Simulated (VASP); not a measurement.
# FeSi (Fd-3m) in VASP: a series of runs

FeSi is run at these levels: PBE; tasks: single point, relaxation of cell and atoms.

Program: VASP 6.6.1. These are calculated values, not measurements. Logs are shortened: lines on timing, memory, paths and dates and some standing lists are left out, and cuts for length are marked.

## (1) The cell of the first run

It takes space group Fd-3m (No. 227, cubic). The conventional cell has a = 5.735 Å, b = 5.735 Å, c = 5.735 Å, α = 90.00°, β = 90.00°, γ = 90.00°. Fe (site symmetry -43m) has 4 Fe at 2.48 Å and 10 Si at 2.48 to 2.87 Å within 3.3 Å. Within 3.3 Å of Si (site symmetry -43m) lie 10 Fe at 2.48 to 2.87 Å and 4 Si at 2.48 Å.

The cell was built from a structure type or drawn by symmetry, and may not be a known phase.

## (2) Single point, PBE, collinear spin, ferromagnetic start

File INCAR:

```
SYSTEM = FeSi
PREC = Accurate
ENCUT = 520
EDIFF = 1E-6
ISMEAR = 0
SIGMA = 0.1
LREAL = .FALSE.
LASPH = .TRUE.
NELM = 150
ALGO = Normal
ISIF = 2
LWAVE = .FALSE.
LCHARG = .FALSE.
ISPIN = 2
MAGMOM = 2.03 2.03 0 0
LORBIT = 11
LMAXMIX = 4
GGA = PE
NBANDS = 24
```

File KPOINTS:

```
Automatic mesh
0
G
  14 14 14
  0 0 0
```

File POSCAR:

```
FeSi
1.0
    0.0000000000      2.8676815693      2.8676815693
    2.8676815693      0.0000000000      2.8676815693
    2.8676815693      2.8676815693      0.0000000000
Fe Si
2 2
Direct
    0.2500000000      0.2500000000      0.2500000000
    0.0000000000      0.0000000000      0.0000000000
    0.7500000000      0.7500000000      0.7500000000
    0.5000000000      0.5000000000      0.5000000000
```

Potentials or basis: VASP PAW PBE potentials, release 64 (Fe, Si).

On the command line:

```console
> cat potpaw_PBE.64/Fe/POTCAR potpaw_PBE.64/Si/POTCAR > POTCAR
> mpirun -np 1 vasp_std > vasp.out
```

OUTCAR:

```text
SYSTEM = FeSi
   PREC = Accurate
   ENCUT = 520
   EDIFF = 1E-6
   ISMEAR = 0
   LREAL = .FALSE.
   LASPH = .TRUE.
   NELM = 150
   ISIF = 2
   ISPIN = 2
   LORBIT = 11
   GGA = PE

 ion  position               nearest neighbor table
   1  0.250  0.250  0.250-   2 2.48   2 2.48   2 2.48   2 2.48   4 2.48   4 2.48   4 2.48   4 2.48
                             3 2.87   3 2.87   3 2.87   3 2.87   3 2.87   3 2.87
   2  0.000  0.000  0.000-   3 2.48   3 2.48   3 2.48   1 2.48   3 2.48   1 2.48   1 2.48   1 2.48
                             4 2.87   4 2.87   4 2.87   4 2.87   4 2.87   4 2.87
   3  0.750  0.750  0.750-   4 2.48   4 2.48   4 2.48   2 2.48   4 2.48   2 2.48   2 2.48   2 2.48
                             1 2.87   1 2.87   1 2.87   1 2.87   1 2.87   1 2.87
   4  0.500  0.500  0.500-   1 2.48   1 2.48   1 2.48   1 2.48   3 2.48   3 2.48   3 2.48   3 2.48
                             2 2.87   2 2.87   2 2.87   2 2.87   2 2.87   2 2.87

  LATTYP: Found a face centered cubic cell.
 ALAT       =     5.7353631386

  Lattice vectors:

 A1 = (   0.0000000000,   2.8676815693,   2.8676815693)
 A2 = (   2.8676815693,   0.0000000000,   2.8676815693)
 A3 = (   2.8676815693,   2.8676815693,   0.0000000000)

Analysis of symmetry for initial positions (statically):
=====================================================================
 Subroutine PRICEL returns:
 Original cell was already a primitive cell.

 Routine SETGRP: Setting up the symmetry group for a
 face centered cubic supercell.

 Subroutine GETGRP returns: Found 48 space group operations
 (whereof 24 operations were pure point group operations)
 out of a pool of 48 trial point group operations.

The static configuration has the point symmetry T_d .
 The point group associated with its full space group is O_h .

Analysis of symmetry for dynamics (positions and initial velocities):
=====================================================================
 Subroutine PRICEL returns:
 Original cell was already a primitive cell.

 Routine SETGRP: Setting up the symmetry group for a
 face centered cubic supercell.

 Subroutine GETGRP returns: Found 48 space group operations
 (whereof 24 operations were pure point group operations)
 out of a pool of 48 trial point group operations.

The dynamic configuration has the point symmetry T_d .
 The point group associated with its full space group is O_h .

Analysis of structural, dynamic, and magnetic symmetry:
=====================================================================
 Subroutine PRICEL returns:
 Original cell was already a primitive cell.

 Routine SETGRP: Setting up the symmetry group for a
 face centered cubic supercell.

 Subroutine GETGRP returns: Found 48 space group operations
 (whereof 24 operations were pure point group operations)
 out of a pool of 48 trial point group operations.

The overall configuration has the point symmetry T_d .
 The point group associated with its full space group is O_h .

 Subroutine INISYM returns: Found 48 space group operations
 (whereof 24 operations are pure point group operations),
 and found     1 'primitive' translations

----------------------------------------------------------------------------------------

                                     Primitive cell

  volume of cell :      47.1653

  direct lattice vectors                    reciprocal lattice vectors
     0.000000000  2.867681569  2.867681569    -0.174356876  0.174356876  0.174356876
     2.867681569  0.000000000  2.867681569     0.174356876 -0.174356876  0.174356876
     2.867681569  2.867681569  0.000000000     0.174356876  0.174356876 -0.174356876

  length of vectors
     4.055514168  4.055514168  4.055514168     0.301994968  0.301994968  0.301994968

  position of ions in fractional coordinates (direct lattice)
     0.250000000  0.250000000  0.250000000
     0.000000000  0.000000000  0.000000000
     0.750000000  0.750000000  0.750000000
     0.500000000  0.500000000  0.500000000

  ion indices of the primitive-cell ions
   primitive index   ion index
                 1           1
                 2           2
                 3           3
                 4           4

----------------------------------------------------------------------------------------
[... 28 lines left out ...]
  0.071429  0.000000  0.000000      8.000000
  0.142857  0.000000  0.000000      8.000000
  0.214286  0.000000  0.000000      8.000000
  0.285714  0.000000  0.000000      8.000000
  0.357143  0.000000  0.000000      8.000000
[... 16 lines left out ...]
  0.214286  0.142857  0.000000     24.000000
  0.285714  0.142857  0.000000     24.000000
 [... further k-points ...]
   k-points           NKPTS =    104   k-points in BZ     NKDIM =    104   number of bands    NBANDS=     24
   number of dos      NEDOS =    301   number of ions     NIONS =      4
   total plane-waves  NPLWV =  27000
   dimension x,y,z NGX =    30 NGY =   30 NGZ =   30
   dimension x,y,z NGXF=    60 NGYF=   60 NGZF=   60
   ions per type =               2   2
   NGX,Y,Z   is equivalent  to a cutoff of  12.30, 12.30, 12.30 a.u.
   NGXF,Y,Z  is equivalent  to a cutoff of  24.60, 24.60, 24.60 a.u.
 SYSTEM =  FeSi
   PREC   = accura    normal or accurate (medium, high low for compatibility)
   ISTART =      0    job   : 0-new  1-cont  2-samecut
   ICHARG =      2    charge: 1-file 2-atom 10-const
   ISPIN  =      2    spin polarized calculation?
   LNONCOLLINEAR =      F non collinear calculations
   LSORBIT =      F    spin-orbit coupling
   LASPH  =      T    aspherical Exc in radial PAW
   ENCUT  =  520.0 eV  38.22 Ry    6.18 a.u.   7.54  7.54  7.54*2*pi/ulx,y,z
   NELM   =    150;   NELMIN=  2; NELMDL= -5     # of ELM steps
   EDIFF  = 0.1E-05   stopping-criterion for ELM
   LREAL  =      F    real-space projection
   EDIFFG = 0.1E-04   stopping-criterion for IOM
   NSW    =      0    number of steps for IOM
   IBRION =     -1    ionic relax: 0-MD 1-quasi-New 2-CG
   NFREE  =      0    steps in history (QN), initial steepest desc. (CG)
   ISIF   =      2    stress and relaxation
   ISYM   =      2    0-nonsym 1-usesym 2-fastsym
   POTIM  = 0.5000    time-step for ionic-motion
   TEBEG  =    0.0;   TEEND  =   0.0 temperature during run
   PSTRESS=    0.0 pullay stress
   NELECT =      24.0000    total number of electrons
   NUPDOWN=      -1.0000    fix difference up-down
   EMIN   =  10.00;   EMAX   =-10.00  energy-range for DOS
   EFERMI =   0.00;   METHOD = LEGACY
   ISMEAR =     0;   SIGMA  =   0.10  broadening in eV -4-tet -1-fermi 0-gaus
   EFERMI_NEDOS =   21; number of points for ismear=-14 and -15
   IALGO  =     38    algorithm
   IMIX   =      4    mixing-type and parameters
     AMIX     =   0.40;   BMIX     =  1.00
     AMIX_MAG =   1.60;   BMIX_MAG =  1.00
  volume/ion in A,a.u.               =      11.79        79.57
  Fermi-wavevector in a.u.,A,eV,Ry     =   1.306986  2.469846 23.241646  1.708213
  Thomas-Fermi vector in A             =   2.437751
   LORBIT       =     11    0 simple, 1 ext, 2 COOP (PROOUT), +10 PAW based schemes
   GGA     = PE    functional components
   LHFCALC =     F    Hartree Fock is set to
   AEXX    =    0.0000 exact exchange contribution
   IVDW    =     0    specifies the selected vdW correction
   LEPSILON=     F    determine dielectric tensor
   LRPA    =     F    only Hartree local field effects (RPA)
 spin polarized calculation
 Gauss-broadening in eV      SIGMA  =   0.10
  energy-cutoff  :      520.00
  volume of cell :       47.17
 maximum number of plane-waves:      1295
   NGX = 15   NGY = 15   NGZ = 15

 number of electron      24.0000017 magnetization       3.5397432

 Free energy of the ion-electron system (eV)
  ---------------------------------------------------
  ext. energy  EPLUGINS =         0.00000000
  ---------------------------------------------------
  free energy    TOTEN  =       -27.15553179 eV

  energy without entropy =      -27.13851507  energy(sigma->0) =      -27.14702343

 E-fermi :   9.7321     XC(G=0): -12.4686

 val. band max:        9.7244796275   @ k =   0.4286   0.2857   0.0714
 cond. band min:       9.7323993152   @ k =   0.1429   0.0000   0.0000
 fundamental gap:      0.0079196878
 Fermi energy:         9.7320828445

 spin component 1

 k-point     1 :       0.0000    0.0000    0.0000
  band No.  band energies     occupation
      1      -4.0269      1.00000
      2       5.3144      1.00000
      3       5.3144      1.00000
      4       5.3144      1.00000
      5       5.6414      1.00000
      6       5.6414      1.00000
[... 637 lines left out ...]
     23      19.7680      0.00000
     24      21.4866      0.00000

 [... further k-points ...]

 spin component 2

 k-point     1 :       0.0000    0.0000    0.0000
  band No.  band energies     occupation
      1      -4.0590      1.00000
      2       5.8721      1.00000
      3       5.8722      1.00000
      4       5.8722      1.00000
      5       6.6537      1.00000
      6       6.6538      1.00000
[... 637 lines left out ...]
     23      20.1254      0.00000
     24      21.7367      0.00000

 [... further k-points ...]

------------------------ aborting loop because EDIFF is reached ----------------------------------------

  FORCE on cell =-STRESS in cart. coord.  units (eV):
  Direction    XX          YY          ZZ          XY          YZ          ZX
  --------------------------------------------------------------------------------------
  -------------------------------------------------------------------------------------
  Total       -0.0274225     -0.0274225     -0.0274225      0.0000000      0.0000000     -0.0000000
  in kB       -0.9315274     -0.9315274     -0.9315274      0.0000000      0.0000000     -0.0000000
  external PRESSURE =      -0.9315274 kB  Pullay stress =       0.0000000 kB

 VOLUME and BASIS-vectors are now :
 -----------------------------------------------------------------------------
  energy-cutoff  :      520.00
  volume of cell :       47.17
      direct lattice vectors                 reciprocal lattice vectors
     0.000000000  2.867681569  2.867681569    -0.174356876  0.174356876  0.174356876
     2.867681569  0.000000000  2.867681569     0.174356876 -0.174356876  0.174356876
     2.867681569  2.867681569  0.000000000     0.174356876  0.174356876 -0.174356876

 POSITION                                       TOTAL-FORCE (eV/Angst)
 -----------------------------------------------------------------------------------
      1.43384      1.43384      1.43384         0.000000      0.000000      0.000000
      0.00000      0.00000      0.00000        -0.000000     -0.000000     -0.000000
      4.30152      4.30152      4.30152        -0.000000     -0.000000     -0.000000
      2.86768      2.86768      2.86768         0.000000      0.000000      0.000000
 -----------------------------------------------------------------------------------
    total drift:                                0.000000     -0.000000     -0.000000

  FREE ENERGIE OF THE ION-ELECTRON SYSTEM (eV)
  ---------------------------------------------------
  free  energy   TOTEN  =       -27.1555317884 eV

  energy  without entropy=      -27.1385150670  energy(sigma->0) =      -27.14702343

 total charge

# of ion       s       p       d       tot
------------------------------------------
    1        0.424   0.513   6.410   7.348
    2        0.424   0.513   6.410   7.348
    3        0.754   0.834   0.000   1.589
    4        0.754   0.834   0.000   1.589
--------------------------------------------------
tot          2.357   2.695  12.820  17.872

 magnetization (x)

# of ion       s       p       d       tot
------------------------------------------
    1       -0.007  -0.007   1.860   1.847
    2       -0.007  -0.007   1.860   1.847
    3        0.011  -0.026   0.000  -0.015
    4        0.011  -0.026   0.000  -0.015
--------------------------------------------------
tot          0.009  -0.065   3.721   3.665
```

It took 1.8 min on 1 thread of AMD EPYC 9R45 (Zen 5), shared host; peak memory 0.28 GiB.

What came out:

* Free energy: -27.1555 eV
* Pressure: -0.1 GPa
* Net moment: 3.54 μB per cell
* Site moments: Fe +1.85; Si -0.01 μB
* Valence electrons inside the program's atomic spheres: Fe 7.35; Si 1.59

## (3) Relaxation of cell and atoms, PBE, collinear spin, ferromagnetic start

File INCAR:

```
SYSTEM = FeSi
PREC     = Accurate       ! precision mode
ENCUT    = 600            ! plane-wave cutoff, eV
EDIFF    = 1E-6           ! SCF threshold, eV
ISMEAR   = 0              ! smearing method
SIGMA    = 0.1            ! smearing width, eV
LREAL    = .FALSE.        ! projectors in reciprocal space
LASPH    = .TRUE.         ! aspherical terms in the spheres
NELM     = 150            ! most SCF steps
ALGO     = Normal         ! electronic algorithm
ISIF     = 3              ! what is computed and relaxed
LWAVE    = .FALSE.        ! write WAVECAR
LCHARG   = .FALSE.        ! write CHGCAR
ISPIN    = 2              ! spin polarisation
MAGMOM   = 2.03 2.03 0 0  ! initial moments
LORBIT   = 11             ! projections on sites
LMAXMIX  = 4              ! l up to which the mixer works
GGA      = PE             ! functional
IBRION   = 2              ! ionic algorithm
NSW      = 100            ! ionic steps
EDIFFG   = -0.01          ! ionic threshold
```

KPOINTS is that of step 2.

File POSCAR:

```
FeSi
1.0
    0.0000000000      2.8664203609      2.8664203609
    2.8664203609      0.0000000000      2.8664203609
    2.8664203609      2.8664203609      0.0000000000
Fe Si
2 2
Direct
    0.2500000000      0.2500000000      0.2500000000
    0.0000000000      0.0000000000      0.0000000000
    0.7500000000      0.7500000000      0.7500000000
    0.5000000000      0.5000000000      0.5000000000
```

Potentials or basis: VASP PAW PBE potentials, release 64 (Fe, Si).

On the command line:

```console
> cat potpaw_PBE.64/Fe/POTCAR potpaw_PBE.64/Si/POTCAR > POTCAR
> mpirun -np 1 vasp_std > vasp.out
```

Wall time 2.7 min (1 thread of Oxide Virtual Turin-like, shared host); peak memory 0.29 GiB.

The run converged. Its results:

| Property | Result |
| --- | --- |
| Free energy | -27.1550 eV |
| Pressure after relaxing | 0.1 GPa |
| Net moment | 3.54 μB per cell |
| Site moments | Fe +1.84; Si -0.01 μB |
| Valence electrons inside the program's atomic spheres | Fe 7.35; Si 1.59 |

Final structure:
```cif
data_structure
_symmetry_space_group_name_H-M 'P 1'
_symmetry_Int_Tables_number 1
_cell_length_a 4.0537
_cell_length_b 4.0537
_cell_length_c 4.0537
_cell_angle_alpha 60.000
_cell_angle_beta 60.000
_cell_angle_gamma 60.000
_cell_volume 47.10
loop_
_atom_site_label
_atom_site_type_symbol
_atom_site_fract_x
_atom_site_fract_y
_atom_site_fract_z
_atom_site_occupancy
Fe1 Fe 0.25000 0.25000 0.25000 1
Fe2 Fe 0.00000 0.00000 0.00000 1
Si1 Si 0.75000 0.75000 0.75000 1
Si2 Si 0.50000 0.50000 0.50000 1
```

Levels at points of the mesh, in eV from the Fermi level:
Spin up:
```csv
k point,band 12,band 13,band 14,band 15,band 16,band 17
"(0.00, 0.00, 0.00)",-0.24,0.18,0.18,0.18,2.76,2.76
"(0.50, 0.00, 0.00)",-1.64,-0.27,0.69,0.69,0.70,0.70
"(0.50, 0.50, 0.00)",-1.61,-1.52,-1.52,0.81,0.81,7.34
```
Spin down:
| k point | band 6 | band 7 | band 8 | band 9 | band 10 | band 11 | band 12 | band 13 | band 14 | band 15 |
| --- | --- | --- | --- | --- | --- | --- | --- | --- | --- | --- |
| (0.00, 0.00, 0.00) | -3.08 | -3.08 | -2.51 | -2.51 | -0.30 | 0.95 | 0.95 | 0.95 | 1.04 | 1.04 |
| (0.50, 0.00, 0.00) | -2.20 | -2.20 | -1.99 | -1.18 | -1.18 | 0.14 | 0.14 | 0.96 | 1.87 | 1.87 |
| (0.50, 0.50, 0.00) | -4.26 | -1.71 | -1.71 | -0.58 | -0.58 | -0.14 | -0.14 | 0.59 | 0.59 | 1.94 |

Caveat: the relaxation stopped at its first step, so nothing moved.
